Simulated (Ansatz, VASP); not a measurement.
## TaWC2: VASP beside Ansatz

```
W Ta C
1.0
     1.56131    0.90142    5.06738
    -1.56131    0.90142    5.06738
     0.00000   -1.80284    5.06738
W Ta C
1 1 2
Direct
  0.00000 0.00000 0.00000
  0.50000 0.50000 0.50000
  0.25093 0.25093 0.25093
  0.74907 0.74907 0.74907
```

Change from the starting cell: volume scaled by 0.98.

Alike in both runs: task single point; functional LDA; k mesh 10 × 10 × 10; occupations fermi-dirac, width 0.05 eV; no spin polarisation.

```csv
,VASP,Ansatz
version,VASP 6.6.1,Ansatz 0.2.0
potentials or method,"VASP PAW LDA potentials, release 64 (W_sv, Ta_pv, C), cutoff 520 eV","all-electron LAPW, scalar-relativistic"
```

Ansatz gave:

```
gap on the k mesh at the Fermi level (eV) : none
pressure (GPa)                            : -10.2
rms of the force components (eV/Å)        : 0.032
```

Task: Which values does VASP return?

Result: gap on the k mesh at the Fermi level (eV): none; pressure (GPa): -8.2; rms of the force components (eV/Å): 0.036.

LDA's correlation is that of Perdew and Zunger in VASP and of Perdew and Wang (1992) in Ansatz. Atom by atom the forces differ by 0.004 eV/Å (rms over components). A gap of «none» marks a metal or a gap that the smearing closes. Ansatz ran all-electron here, and VASP with PAW potentials.

Neither program's run includes spin-orbit coupling.
